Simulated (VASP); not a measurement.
# BaTiO3 (P4/mmm) in VASP: further runs

BaTiO3 is run at these levels: PBE; tasks: single point.

All numbers are computed with VASP 6.6.1; they aren't measurements. Logs are shortened: lines on timing, memory, paths and dates and some standing lists are left out, and cuts for length are marked.

### Step 1. The cell of the first run

Symmetry: P4/mmm, No. 123, tetragonal system. The conventional cell has a = 4.007 Å, b = 4.007 Å, c = 3.887 Å, α = 90.00°, β = 90.00°, γ = 90.00°. Within 3.7 Å of Ba (site symmetry 4/mmm) lie 12 O at 2.79 to 2.83 Å and 8 Ti at 3.44 Å. Ti (site symmetry 4/mmm) has 6 O at 1.94 to 2.00 Å within 2.6 Å. Within 2.9 Å of O (site symmetry mmm) lie 2 Ti at 2.00 Å and 4 Ba at 2.79 Å and 8 O at 2.79 to 2.83 Å. Within 2.6 Å of O (site symmetry 4/mmm) lie 2 Ti at 1.94 Å.

### Step 2. Single point, PBE (zz strain of -3 %)

The input, INCAR:

```
SYSTEM = BaTiO3
  ALGO = Normal
  EDIFF = 1E-6
  ENCUT = 520
  GGA = PE
  ISIF = 2
  ISMEAR = -1
  LASPH = .TRUE.
  LCHARG = .FALSE.
  LREAL = .FALSE.
  LWAVE = .FALSE.
  NBANDS = 28
  NELM = 80
  PREC = Accurate
  SIGMA = 0.05
```

The input, KPOINTS:

```
k-points
0
G
  8 8 8
  0 0 0
```

The input, POSCAR:

```
BaTiO3
1.0
    4.0073000000      0.0000000000      0.0000000000
    0.0000000000      4.0073000000      0.0000000000
    0.0000000000      0.0000000000      3.8870810000
Ba Ti O
1 1 3
Direct
    0.5000000000      0.5000000000      0.5000000000
    0.0000000000      0.0000000000      0.0000000000
    0.5000000000      0.0000000000      0.0000000000
    0.0000000000      0.5000000000      0.0000000000
    0.0000000000      0.0000000000      0.5000000000
```

Potentials or basis: VASP PAW PBE potentials, release 64 (Ba_sv, Ti_sv, O).

The run is started by

```
$ cat potpaw_PBE.64/Ba_sv/POTCAR potpaw_PBE.64/Ti_sv/POTCAR potpaw_PBE.64/O/POTCAR > POTCAR
$ mpirun -np 1 vasp_std > vasp.out
```

OUTCAR:

```text
SYSTEM = BaTiO3
   EDIFF = 1E-6
   ENCUT = 520
   GGA = PE
   ISIF = 2
   ISMEAR = -1
   LASPH = .TRUE.
   LREAL = .FALSE.
   NELM = 80
   PREC = Accurate

 ion  position               nearest neighbor table
   1  0.500  0.500  0.500-   3 2.79   4 2.79   3 2.79   4 2.79   3 2.79   3 2.79   4 2.79   4 2.79
                             5 2.83   5 2.83   5 2.83   5 2.83   2 3.44   2 3.44   2 3.44   2 3.44
   2  0.000  0.000  0.000-   5 1.94   5 1.94   3 2.00   4 2.00   4 2.00   3 2.00   1 3.44   1 3.44
                             1 3.44   1 3.44   1 3.44   1 3.44   1 3.44   1 3.44
   3  0.500  0.000  0.000-   2 2.00   2 2.00   1 2.79   1 2.79   1 2.79   1 2.79
   4  0.000  0.500  0.000-   2 2.00   2 2.00   1 2.79   1 2.79   1 2.79   1 2.79
   5  0.000  0.000  0.500-   2 1.94   2 1.94   1 2.83   1 2.83   1 2.83   1 2.83

  LATTYP: Found a simple tetragonal cell.
 ALAT       =     4.0073000000
 C/A-ratio  =     0.9700000000

  Lattice vectors:

 A1 = (   4.0073000000,   0.0000000000,   0.0000000000)
 A2 = (   0.0000000000,   4.0073000000,   0.0000000000)
 A3 = (   0.0000000000,   0.0000000000,   3.8870810000)

Analysis of symmetry for initial positions (statically):
=====================================================================
 Subroutine PRICEL returns:
 Original cell was already a primitive cell.

 Routine SETGRP: Setting up the symmetry group for a
 simple tetragonal supercell.

 Subroutine GETGRP returns: Found 16 space group operations
 (whereof 16 operations were pure point group operations)
 out of a pool of 16 trial point group operations.

The static configuration has the point symmetry D_4h.

Analysis of symmetry for dynamics (positions and initial velocities):
=====================================================================
 Subroutine PRICEL returns:
 Original cell was already a primitive cell.

 Routine SETGRP: Setting up the symmetry group for a
 simple tetragonal supercell.

 Subroutine GETGRP returns: Found 16 space group operations
 (whereof 16 operations were pure point group operations)
 out of a pool of 16 trial point group operations.

The dynamic configuration has the point symmetry D_4h.

 Subroutine INISYM returns: Found 16 space group operations
 (whereof 16 operations are pure point group operations),
 and found     1 'primitive' translations

----------------------------------------------------------------------------------------
[... 99 lines left out ...]
   EDIFF  = 0.1E-05   stopping-criterion for ELM
   LREAL  =      F    real-space projection
   EDIFFG = 0.1E-04   stopping-criterion for IOM
   NSW    =      0    number of steps for IOM
   IBRION =     -1    ionic relax: 0-MD 1-quasi-New 2-CG
   NFREE  =      0    steps in history (QN), initial steepest desc. (CG)
   ISIF   =      2    stress and relaxation
   ISYM   =      2    0-nonsym 1-usesym 2-fastsym
   POTIM  = 0.5000    time-step for ionic-motion
   TEBEG  =    0.0;   TEEND  =   0.0 temperature during run
   PSTRESS=    0.0 pullay stress
   NELECT =      40.0000    total number of electrons
   NUPDOWN=      -1.0000    fix difference up-down
   EMIN   =  10.00;   EMAX   =-10.00  energy-range for DOS
   EFERMI =   0.00;   METHOD = LEGACY
   ISMEAR =    -1;   SIGMA  =   0.05  broadening in eV -4-tet -1-fermi 0-gaus
   EFERMI_NEDOS =   21; number of points for ismear=-14 and -15
   IALGO  =     38    algorithm
   IMIX   =      4    mixing-type and parameters
     AMIX     =   0.40;   BMIX     =  1.00
     AMIX_MAG =   1.60;   BMIX_MAG =  1.00
  volume/ion in A,a.u.               =      12.48        84.25
  Fermi-wavevector in a.u.,A,eV,Ry     =   1.411407  2.667173 27.103770  1.992071
  Thomas-Fermi vector in A             =   2.533262
   LORBIT       =      0    0 simple, 1 ext, 2 COOP (PROOUT), +10 PAW based schemes
   GGA     = PE    functional components
   LHFCALC =     F    Hartree Fock is set to
   AEXX    =    0.0000 exact exchange contribution
   IVDW    =     0    specifies the selected vdW correction
   LEPSILON=     F    determine dielectric tensor
   LRPA    =     F    only Hartree local field effects (RPA)
 non-spin polarized calculation
  energy-cutoff  :      520.00
  volume of cell :       62.42
 maximum number of plane-waves:      1706
 NGX is ok and might be reduce to    30
   NGX = 15   NGY = 15   NGZ = 15

 number of electron      39.9999988 magnetization

 Free energy of the ion-electron system (eV)
  ---------------------------------------------------
  ext. energy  EPLUGINS =         0.00000000
  ---------------------------------------------------
  free energy    TOTEN  =       -39.86970658 eV

  energy without entropy =      -39.86970658  energy(sigma->0) =      -39.86970658

 E-fermi :   4.9594     XC(G=0): -11.4020

 val. band max:        4.0738582476   @ k =   0.5000   0.5000   0.5000
 cond. band min:       5.8046807496   @ k =   0.0000   0.0000   0.0000
 fundamental gap:      1.7308225020
 Fermi energy:         4.9594283902

 k-point     1 :       0.0000    0.0000    0.0000
  band No.  band energies     occupation
      1     -52.4758      2.00000
      2     -28.7164      2.00000
      3     -28.6969      2.00000
      4     -28.6969      2.00000
      5     -20.7113      2.00000
      6     -12.9435      2.00000
[... 733 lines left out ...]
     27      12.1117      0.00000
     28      13.0498      0.00000

 [... further k-points ...]

------------------------ aborting loop because EDIFF is reached ----------------------------------------

  FORCE on cell =-STRESS in cart. coord.  units (eV):
  Direction    XX          YY          ZZ          XY          YZ          ZX
  --------------------------------------------------------------------------------------
  -------------------------------------------------------------------------------------
  Total        2.6817041      2.6817041      5.4316571      0.0000000     -0.0000000      0.0000000
  in kB       68.8325944     68.8325944    139.4169654      0.0000000     -0.0000000      0.0000000
  external PRESSURE =      92.3607181 kB  Pullay stress =       0.0000000 kB

 VOLUME and BASIS-vectors are now :
 -----------------------------------------------------------------------------
  energy-cutoff  :      520.00
  volume of cell :       62.42
      direct lattice vectors                 reciprocal lattice vectors
     4.007300000  0.000000000  0.000000000     0.249544581  0.000000000  0.000000000
     0.000000000  4.007300000  0.000000000     0.000000000  0.249544581  0.000000000
     0.000000000  0.000000000  3.887081000     0.000000000  0.000000000  0.257262455

 POSITION                                       TOTAL-FORCE (eV/Angst)
 -----------------------------------------------------------------------------------
      2.00365      2.00365      1.94354         0.000000      0.000000      0.000000
      0.00000      0.00000      0.00000         0.000000      0.000000      0.000000
      2.00365      0.00000      0.00000         0.000000      0.000000      0.000000
      0.00000      2.00365      0.00000         0.000000      0.000000      0.000000
      0.00000      0.00000      1.94354         0.000000      0.000000      0.000000
 -----------------------------------------------------------------------------------
    total drift:                                0.000000     -0.000000      0.000000

  FREE ENERGIE OF THE ION-ELECTRON SYSTEM (eV)
  ---------------------------------------------------
  free  energy   TOTEN  =       -39.8697065786 eV

  energy  without entropy=      -39.8697065770  energy(sigma->0) =      -39.86970658
```

OSZICAR:

```text
N       E                     dE             d eps       ncg     rms          rms(c)
DAV:   1     0.429050613348E+03    0.42905E+03   -0.20608E+04  4200   0.152E+03
DAV:   2    -0.631526506648E+01   -0.43537E+03   -0.41366E+03  4784   0.419E+02
DAV:   3    -0.487407407398E+02   -0.42425E+02   -0.41983E+02  4972   0.134E+02
DAV:   4    -0.507283794582E+02   -0.19876E+01   -0.19840E+01  6584   0.261E+01
DAV:   5    -0.507649499377E+02   -0.36570E-01   -0.36561E-01  5308   0.332E+00    0.236E+01
DAV:   6    -0.399951480219E+02    0.10770E+02   -0.56179E+01  5744   0.674E+01    0.975E+00
DAV:   7    -0.399943319765E+02    0.81605E-03   -0.91726E+00  5476   0.220E+01    0.683E+00
DAV:   8    -0.398515057065E+02    0.14283E+00   -0.71205E-01  5212   0.770E+00    0.313E+00
DAV:   9    -0.398899037692E+02   -0.38398E-01   -0.24334E-01  5676   0.367E+00    0.132E+00
DAV:  10    -0.398701759741E+02    0.19728E-01   -0.10553E-01  4736   0.348E+00    0.260E-01
DAV:  11    -0.398697786919E+02    0.39728E-03   -0.59373E-03  5368   0.546E-01    0.935E-02
DAV:  12    -0.398697841133E+02   -0.54213E-05   -0.63618E-04  6168   0.197E-01    0.720E-02
DAV:  13    -0.398697053494E+02    0.78764E-04   -0.31326E-04  4744   0.195E-01    0.109E-02
DAV:  14    -0.398697086139E+02   -0.32645E-05   -0.34132E-05  5940   0.399E-02    0.137E-02
DAV:  15    -0.398697071173E+02    0.14967E-05   -0.15081E-05  5504   0.387E-02    0.728E-03
DAV:  16    -0.398697065786E+02    0.53864E-06   -0.98147E-07  3276   0.965E-03
   1 F= -.39869707E+02 E0= -.39869707E+02  d E =-.158016E-08
```

Wall time 65 s (1 thread of Intel Xeon 6975P-C (Granite Rapids), shared host); peak memory 0.26 GiB.

Results:

- Free energy: -39.8697 eV
- Pressure: 9.2 GPa
- Band gap on the k mesh: 1.73 eV (least direct gap 1.85 eV)

Caveat: the cell differs from its parent crystal (zz strain of -3 %); the stress differs along the axes, from 7 to 14 GPa; spin-orbit coupling is left out, which moves the levels of the heavy elements. A k mesh can miss the band edges.

### Step 3. Single point, PBE (zz strain of -1 %)

The input, INCAR:

```
ALGO     = Normal         # electronic algorithm
EDIFF    = 1E-6           # SCF threshold, eV
ENCUT    = 520            # plane-wave cutoff, eV
GGA      = PE             # functional
ISIF     = 2              # what is computed and relaxed
ISMEAR   = -1             # smearing method
LASPH    = T              # aspherical terms in the spheres
LCHARG   = F              # write CHGCAR
LREAL    = F              # projectors in reciprocal space
LWAVE    = F              # write WAVECAR
NBANDS   = 28             # bands
NELM     = 80             # most SCF steps
PREC     = Accurate       # precision mode
SIGMA    = 0.05           # smearing width, eV
```

The input, KPOINTS:

```
k-points
0
Gamma
  8 8 8
```

Changes to POSCAR since step 2:

```diff
@@ -4,3 +4,3 @@
     0.0000000000      4.0073000000      0.0000000000
-    0.0000000000      0.0000000000      3.8870810000
+    0.0000000000      0.0000000000      3.9672270000
 Ba Ti O
```

Potentials or basis: VASP PAW PBE potentials, release 64 (Ba_sv, Ti_sv, O).

The run is started by

```
$ cat potpaw_PBE.64/Ba_sv/POTCAR potpaw_PBE.64/Ti_sv/POTCAR potpaw_PBE.64/O/POTCAR > POTCAR
$ mpirun -np 1 vasp_std > vasp.out
```

Run time: 67 s. Hardware: 1 thread of Intel Xeon 6975P-C (Granite Rapids), shared host; peak memory 0.26 GiB.

It converged, with:

```
Free energy            : -39.9520 eV
Pressure               : 5.1 GPa
Band gap on the k mesh : 1.74 eV (least direct gap 1.88 eV)
```

Stress tensor (GPa, compression positive):
```
4.40 0.00 0.00
0.00 4.40 0.00
0.00 0.00 6.47
```

Levels at points of the mesh, in eV from the valence-band top:
```csv
k point,band 18,band 19,band 20,band 21,band 22,band 23
"(0.00, 0.00, 0.00)",-0.15,-0.15,-0.14,1.74,1.76,1.76
"(0.50, 0.00, 0.00)",-1.81,-0.72,-0.71,1.91,3.48,3.48
"(0.50, 0.50, 0.00)",-0.93,-0.93,-0.12,3.49,3.49,3.90
"(0.00, 0.00, 0.50)",-1.92,-0.73,-0.73,1.91,3.57,3.57
"(0.50, 0.00, 0.50)",-0.85,-0.85,-0.09,3.49,3.57,3.95
"(0.50, 0.50, 0.50)",-0.02,0.00,0.00,4.16,4.21,4.21
```

Caveat: the cell differs from its parent crystal (zz strain of -1 %); the cell stands under pressure; spin-orbit coupling is left out, which moves the levels of the heavy elements. A k mesh can miss the band edges.
